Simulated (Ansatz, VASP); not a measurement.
## Si: VASP beside Ansatz

```
Si
1.0
     3.75227    0.00000    0.00000
    -1.87614    3.24956    0.00000
     0.00000    0.00000    6.45541
Si
4
Direct
  0.33333 0.66667 0.06781
  0.66667 0.33333 0.56781
  0.33333 0.66667 0.43219
  0.66667 0.33333 0.93219
```

Alike in both runs: task single point; functional LDA; k mesh 12 × 12 × 6; occupations gaussian, width 0.03 eV; no spin polarisation.

|  | VASP | Ansatz |
| --- | --- | --- |
| version | VASP 6.6.1 | Ansatz 0.2.0 |
| potentials or method | VASP PAW LDA potentials, release 64 (Si), cutoff 520 eV | scalar-relativistic, plane waves, PAW |
| valence electrons in the cell | 16 | 16 |

|  | VASP | Ansatz | Ansatz less VASP |
| --- | --- | --- | --- |
| gap on the k mesh at the Fermi level (eV) | 0.24 | 0.25 | +0.006 |
| least direct gap on the mesh (eV) | 1.31 | 1.30 | -0.007 |
| pressure (GPa) | -0.2 | -0.2 | -0.07 |
| traceless stress, the component that is largest in VASP (GPa) | -3.34 | -3.31 | +0.029 |
| rms of the force components (eV/Å) | 0.235 | 0.236 | +0.0007 |

Ansatz warns that its potentials were made for another functional, while VASP's fit it. LDA's correlation is that of Perdew and Zunger in VASP and of Perdew and Wang (1992) in Ansatz. Atom by atom the forces differ by 0.001 eV/Å (rms over components).
